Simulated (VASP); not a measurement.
# Si2W (I4/mmm) in VASP: further runs

Si2W is run at these levels: LDA; tasks: single point, relaxation of shape and atoms at fixed volume.

Program: VASP 6.6.1. These are calculated values, not measurements. Logs are shortened: lines on timing, memory, paths and dates and some standing lists are left out, and cuts for length are marked.

## 1. The cell of the first run

It takes space group I4/mmm (No. 139, tetragonal). Conventional cell: a = 3.211 Å, b = 3.211 Å, c = 7.822 Å, α = 90.00°, β = 90.00°, γ = 90.00°. Si (site symmetry 4mm) has 9 Si at 2.58 to 3.21 Å and 5 W at 2.61 to 2.62 Å within 3.4 Å. W (site symmetry 4/mmm) has 10 Si at 2.61 to 2.62 Å and 4 W at 3.21 Å within 3.4 Å.

## 2. Single point, LDA (13.44 Å³/atom)

INCAR

```
PREC     = Accurate       # precision mode
ENCUT    = 520            # plane-wave cutoff, eV
EDIFF    = 1E-7           # SCF threshold, eV
ISMEAR   = -1             # smearing method
SIGMA    = 0.05           # smearing width, eV
LREAL    = F              # projectors in reciprocal space
LASPH    = T              # aspherical terms in the spheres
NELM     = 80             # most SCF steps
ALGO     = Normal         # electronic algorithm
ISIF     = 2              # what is computed and relaxed
LWAVE    = F              # write WAVECAR
LCHARG   = T              # write CHGCAR
LELF     = T              # ELF
LVHAR    = T            
NBANDS   = 18             # bands
```

KPOINTS

```
regular mesh
0
Gamma
  16 16 16
```

POSCAR

```
Si2W
1.0
   -1.6053345466      1.6053345466      3.9109144543
    1.6053345466     -1.6053345466      3.9109144543
    1.6053345466      1.6053345466     -3.9109144543
Si W
2 1
Direct
    0.3350310621      0.3350310621      0.0000000000
    0.6649689379      0.6649689379      0.0000000000
    0.0000000000      0.0000000000      0.0000000000
```

Potentials or basis: VASP PAW LDA potentials, release 64 (Si, W_sv).

Run with:

```bash
$ cat potpaw_LDA.64/Si/POTCAR potpaw_LDA.64/W_sv/POTCAR > POTCAR
$ mpirun -np 1 vasp_std > vasp.out
```

OUTCAR:

```text
PREC = Accurate
   ENCUT = 520
   EDIFF = 1E-7
   ISMEAR = -1
   LREAL = F
   LASPH = T
   NELM = 80
   ISIF = 2

 ion  position               nearest neighbor table
   1  0.335  0.335  0.000-   2 2.58   3 2.61   3 2.61   3 2.61   3 2.61   3 2.62   2 2.63   2 2.63
                             2 2.63   2 2.63
   2  0.665  0.665  0.000-   1 2.58   3 2.61   3 2.61   3 2.61   3 2.61   3 2.62   1 2.63   1 2.63
                             1 2.63   1 2.63
   3  0.000  0.000  0.000-   2 2.61   2 2.61   2 2.61   1 2.61   2 2.61   1 2.61   1 2.61   1 2.61
                             1 2.62   2 2.62

  LATTYP: Found a body centered tetragonal cell.
 ALAT       =     3.2106690932
 C/A-ratio  =     2.4361990232

  Lattice vectors:

 A1 = (  -1.6053345466,   1.6053345466,   3.9109144543)
 A2 = (   1.6053345466,  -1.6053345466,   3.9109144543)
 A3 = (   1.6053345466,   1.6053345466,  -3.9109144543)

Analysis of symmetry for initial positions (statically):
=====================================================================
 Subroutine PRICEL returns:
 Original cell was already a primitive cell.

 Routine SETGRP: Setting up the symmetry group for a
 body centered tetragonal supercell.

 Subroutine GETGRP returns: Found 16 space group operations
 (whereof 16 operations were pure point group operations)
 out of a pool of 16 trial point group operations.

The static configuration has the point symmetry D_4h.

Analysis of symmetry for dynamics (positions and initial velocities):
=====================================================================
 Subroutine PRICEL returns:
 Original cell was already a primitive cell.

 Routine SETGRP: Setting up the symmetry group for a
 body centered tetragonal supercell.

 Subroutine GETGRP returns: Found 16 space group operations
 (whereof 16 operations were pure point group operations)
 out of a pool of 16 trial point group operations.

The dynamic configuration has the point symmetry D_4h.

 Subroutine INISYM returns: Found 16 space group operations
 (whereof 16 operations are pure point group operations),
 and found     1 'primitive' translations

----------------------------------------------------------------------------------------

                                     Primitive cell

  volume of cell :      40.3153

  direct lattice vectors                    reciprocal lattice vectors
    -1.605334547  1.605334547  3.910914454     0.000000000  0.311461559  0.127847337
     1.605334547 -1.605334547  3.910914454     0.311461559  0.000000000  0.127847337
     1.605334547  1.605334547 -3.910914454     0.311461559  0.311461559  0.000000000

  length of vectors
     4.522106797  4.522106797  4.522106797     0.336679735  0.336679735  0.440473160

  position of ions in fractional coordinates (direct lattice)
     0.335031062  0.335031062  0.000000000
     0.664968938  0.664968938  0.000000000
     0.000000000  0.000000000  0.000000000

  ion indices of the primitive-cell ions
   primitive index   ion index
                 1           1
                 2           2
                 3           3

----------------------------------------------------------------------------------------

 KPOINTS: regular mesh

Automatic generation of k-mesh.
 Grid dimensions read from file:
 generate k-points for:   16   16   16

 Generating k-lattice:

  Cartesian coordinates                     Fractional coordinates (reciprocal lattice)
     0.000000000  0.019466347  0.007990459     0.062500000  0.000000000  0.000000000
     0.019466347  0.000000000  0.007990459     0.000000000  0.062500000  0.000000000
     0.019466347  0.019466347  0.000000000     0.000000000  0.000000000  0.062500000

  Length of vectors
     0.021042483  0.021042483  0.027529573

  Shift w.r.t. Gamma in fractional coordinates (k-lattice)
     0.000000000  0.000000000  0.000000000

 Subroutine IBZKPT returns following result:
 ===========================================

 Found    349 irreducible k-points:

 Following reciprocal coordinates:
            Coordinates               Weight
  0.000000  0.000000  0.000000      1.000000
  0.062500  0.000000 -0.000000      8.000000
  0.125000  0.000000 -0.000000      8.000000
  0.187500  0.000000  0.000000      8.000000
  0.250000  0.000000 -0.000000      8.000000
  0.312500  0.000000 -0.000000      8.000000
[... 16 lines left out ...]
 -0.125000  0.062500  0.000000     16.000000
 -0.062500  0.062500  0.000000      4.000000
 [... further k-points ...]
   k-points           NKPTS =    349   k-points in BZ     NKDIM =    349   number of bands    NBANDS=     18
   number of dos      NEDOS =    301   number of ions     NIONS =      3
   total plane-waves  NPLWV =  46656
   dimension x,y,z NGX =    36 NGY =   36 NGZ =   36
   dimension x,y,z NGXF=    72 NGYF=   72 NGZF=   72
   ions per type =               2   1
   NGX,Y,Z   is equivalent  to a cutoff of  13.23, 13.23, 13.23 a.u.
   NGXF,Y,Z  is equivalent  to a cutoff of  26.47, 26.47, 26.47 a.u.
 SYSTEM =  unknown system
   PREC   = accura    normal or accurate (medium, high low for compatibility)
   ISTART =      0    job   : 0-new  1-cont  2-samecut
   ICHARG =      2    charge: 1-file 2-atom 10-const
   ISPIN  =      1    spin polarized calculation?
   LNONCOLLINEAR =      F non collinear calculations
   LSORBIT =      F    spin-orbit coupling
   LASPH  =      T    aspherical Exc in radial PAW
   ENCUT  =  520.0 eV  38.22 Ry    6.18 a.u.   8.41  8.41  8.41*2*pi/ulx,y,z
   NELM   =     80;   NELMIN=  2; NELMDL= -5     # of ELM steps
   EDIFF  = 0.1E-06   stopping-criterion for ELM
   LREAL  =      F    real-space projection
   EDIFFG = 0.1E-05   stopping-criterion for IOM
   NSW    =      0    number of steps for IOM
   IBRION =     -1    ionic relax: 0-MD 1-quasi-New 2-CG
   NFREE  =      0    steps in history (QN), initial steepest desc. (CG)
   ISIF   =      2    stress and relaxation
   ISYM   =      2    0-nonsym 1-usesym 2-fastsym
   POTIM  = 0.5000    time-step for ionic-motion
   TEBEG  =    0.0;   TEEND  =   0.0 temperature during run
   PSTRESS=    0.0 pullay stress
   NELECT =      22.0000    total number of electrons
   NUPDOWN=      -1.0000    fix difference up-down
   EMIN   =  10.00;   EMAX   =-10.00  energy-range for DOS
   EFERMI =   0.00;   METHOD = LEGACY
   ISMEAR =    -1;   SIGMA  =   0.05  broadening in eV -4-tet -1-fermi 0-gaus
   EFERMI_NEDOS =   21; number of points for ismear=-14 and -15
   IALGO  =     38    algorithm
   IMIX   =      4    mixing-type and parameters
     AMIX     =   0.40;   BMIX     =  1.00
     AMIX_MAG =   1.60;   BMIX_MAG =  1.00
  volume/ion in A,a.u.               =      13.44        90.69
  Fermi-wavevector in a.u.,A,eV,Ry     =   1.337804  2.528084 24.350624  1.789720
  Thomas-Fermi vector in A             =   2.466324
   LORBIT       =      0    0 simple, 1 ext, 2 COOP (PROOUT), +10 PAW based schemes
   GGA     = CA    functional components
   LHFCALC =     F    Hartree Fock is set to
   AEXX    =    0.0000 exact exchange contribution
   IVDW    =     0    specifies the selected vdW correction
   LEPSILON=     F    determine dielectric tensor
   LRPA    =     F    only Hartree local field effects (RPA)
 non-spin polarized calculation
  energy-cutoff  :      520.00
  volume of cell :       40.32
 maximum number of plane-waves:      1108
 NGX is ok and might be reduce to    36
   NGX = 17   NGY = 17   NGZ = 17

 number of electron      21.9999999 magnetization

 Free energy of the ion-electron system (eV)
  ---------------------------------------------------
  ext. energy  EPLUGINS =         0.00000000
  ---------------------------------------------------
  free energy    TOTEN  =       -27.34722804 eV

  energy without entropy =      -27.34515676  energy(sigma->0) =      -27.34619240

 E-fermi :  11.9089     XC(G=0): -12.6602

 val. band max:       11.8919685753   @ k =   0.0625   0.0625  -0.0000
 cond. band min:      11.9122072609   @ k =  -0.1250  -0.1250   0.0625
 fundamental gap:      0.0202386856
 Fermi energy:        11.9088596004

 k-point     1 :       0.0000    0.0000    0.0000
  band No.  band energies     occupation
      1     -61.4719      2.00000
      2     -25.9963      2.00000
      3     -25.9722      2.00000
      4     -25.9722      2.00000
      5      -2.0872      2.00000
      6       5.0864      2.00000
[... 10 lines left out ...]
     17      17.6234      0.00000
     18      17.6234      0.00000

 k-point     2 :       0.0625    0.0000   -0.0000
  band No.  band energies     occupation
      1     -61.4716      2.00000
      2     -25.9957      2.00000
      3     -25.9809      2.00000
      4     -25.9714      2.00000
      5      -2.0122      2.00000
      6       5.0941      2.00000
[... 10 lines left out ...]
     17      17.6280      0.00000
     18      17.9091      0.00000

 k-point     3 :       0.1250    0.0000   -0.0000
  band No.  band energies     occupation
      1     -61.4707      2.00000
      2     -26.0057      2.00000
      3     -25.9938      2.00000
      4     -25.9692      2.00000
      5      -1.7894      2.00000
      6       5.1007      2.00000
[... 10 lines left out ...]
     17      17.7158      0.00000
     18      18.5868      0.00000

 k-point     4 :       0.1875    0.0000    0.0000
  band No.  band energies     occupation
      1     -61.4694      2.00000
      2     -26.0424      2.00000
      3     -25.9911      2.00000
      4     -25.9658      2.00000
      5      -1.4251      2.00000
      6       5.0460      2.00000
[... 10 lines left out ...]
     17      18.1529      0.00000
     18      19.5095      0.00000

 k-point     5 :       0.2500    0.0000   -0.0000
  band No.  band energies     occupation
      1     -61.4679      2.00000
      2     -26.0855      2.00000
      3     -25.9878      2.00000
      4     -25.9619      2.00000
      5      -0.9296      2.00000
      6       4.8124      2.00000
[... 10 lines left out ...]
     17      18.8809      0.00000
     18      20.5843      0.00000

 k-point     6 :       0.3125    0.0000   -0.0000
  band No.  band energies     occupation
      1     -61.4663      2.00000
      2     -26.1282      2.00000
      3     -25.9845      2.00000
      4     -25.9579      2.00000
      5      -0.3171      2.00000
      6       4.3250      2.00000
[... 10 lines left out ...]
     17      19.1749      0.00000
     18      20.8337      0.00000

 k-point     7 :       0.3750    0.0000    0.0000
  band No.  band energies     occupation
      1     -61.4651      2.00000
      2     -26.1642      2.00000
      3     -25.9817      2.00000
      4     -25.9545      2.00000
      5       0.3941      2.00000
      6       3.6465      2.00000
[... 10 lines left out ...]
     17      18.9282      0.00000
     18      19.9212      0.00000

 k-point     8 :       0.4375   -0.0000    0.0000
  band No.  band energies     occupation
      1     -61.4642      2.00000
      2     -26.1881      2.00000
      3     -25.9799      2.00000
      4     -25.9523      2.00000
      5       1.1789      2.00000
      6       2.8611      2.00000
[... 10 lines left out ...]
     17      18.7099      0.00000
     18      18.8861      0.00000
[... 229 lines left out ...]
     17      19.1845      0.00000
     18      20.5349      0.00000

 k-point    20 :      -0.3125    0.0625    0.0000
  band No.  band energies     occupation
      1     -61.4661      2.00000
      2     -26.1271      2.00000
      3     -25.9829      2.00000
      4     -25.9662      2.00000
      5      -0.3497      2.00000
      6       4.5166      2.00000
[... 10 lines left out ...]
     17      19.2196      0.00000
     18      19.9085      0.00000

 k-point    21 :      -0.2500    0.0625    0.0000
  band No.  band energies     occupation
      1     -61.4676      2.00000
      2     -26.0844      2.00000
      3     -25.9862      2.00000
      4     -25.9703      2.00000
      5      -0.9438      2.00000
      6       5.0969      2.00000
[... 10 lines left out ...]
     17      18.4989      0.00000
     18      20.1430      0.00000

 k-point    22 :      -0.1875    0.0625    0.0000
  band No.  band energies     occupation
      1     -61.4691      2.00000
      2     -26.0415      2.00000
      3     -25.9896      2.00000
      4     -25.9743      2.00000
      5      -1.4182      2.00000
      6       5.3426      2.00000
[... 10 lines left out ...]
     17      17.9241      0.00000
     18      19.6013      0.00000

 k-point    23 :      -0.1250    0.0625    0.0000
  band No.  band energies     occupation
      1     -61.4704      2.00000
      2     -26.0048      2.00000
      3     -25.9926      2.00000
      4     -25.9778      2.00000
      5      -1.7601      2.00000
      6       5.3110      2.00000
[... 10 lines left out ...]
     17      17.7930      0.00000
     18      18.6346      0.00000

 k-point    24 :      -0.0625    0.0625    0.0000
  band No.  band energies     occupation
      1     -61.4713      2.00000
      2     -25.9947      2.00000
      3     -25.9806      2.00000
      4     -25.9796      2.00000
      5      -1.9599      2.00000
      6       5.2026      2.00000
[... 10 lines left out ...]
     17      17.7449      0.00000
     18      17.9994      0.00000

 [... further k-points ...]
[... 5 lines left out ...]
  --------------------------------------------------------------------------------------
  -------------------------------------------------------------------------------------
  Total       -1.0872838     -1.0872838     -1.0737845      0.0000000      0.0000000     -0.0000000
  in kB      -43.2099812    -43.2099812    -42.6735056      0.0000000      0.0000000     -0.0000000
  external PRESSURE =     -43.0311560 kB  Pullay stress =       0.0000000 kB

 VOLUME and BASIS-vectors are now :
 -----------------------------------------------------------------------------
  energy-cutoff  :      520.00
  volume of cell :       40.32
      direct lattice vectors                 reciprocal lattice vectors
    -1.605334547  1.605334547  3.910914454     0.000000000  0.311461559  0.127847337
     1.605334547 -1.605334547  3.910914454     0.311461559  0.000000000  0.127847337
     1.605334547  1.605334547 -3.910914454     0.311461559  0.311461559  0.000000000

 POSITION                                       TOTAL-FORCE (eV/Angst)
 -----------------------------------------------------------------------------------
      0.00000      0.00000      2.62056         0.000000      0.000000     -0.011812
      0.00000      0.00000      5.20127        -0.000000     -0.000000      0.011812
      0.00000      0.00000      0.00000         0.000000      0.000000     -0.000000
 -----------------------------------------------------------------------------------
    total drift:                               -0.000000      0.000000      0.000000

  FREE ENERGIE OF THE ION-ELECTRON SYSTEM (eV)
  ---------------------------------------------------
  free  energy   TOTEN  =       -27.3472280418 eV

  energy  without entropy=      -27.3451567623  energy(sigma->0) =      -27.34619240
```

It took 2.3 min on 1 thread of Intel Xeon 6975P-C (Granite Rapids), shared host; peak memory 0.35 GiB.

What came out:

| Quantity | Value |
| --- | --- |
| Free energy | -27.3472 eV |
| Pressure | -4.3 GPa |
| Largest force | 0.012 eV/Å |
| Band gap on the k mesh | zero (bands 11 and 12 overlap by 1.26 eV) |

Forces on the atoms (eV/Å):
```
Si   0.000  0.000 -0.012
Si   0.000  0.000  0.012
W    0.000  0.000  0.000
```

Caveat: the cell stands under tension; spin-orbit coupling is left out, which moves the levels of the heavy elements.

[end of part 1 of 2]

The gap in the log of VASP goes by the Fermi energy; the results here count the filled bands.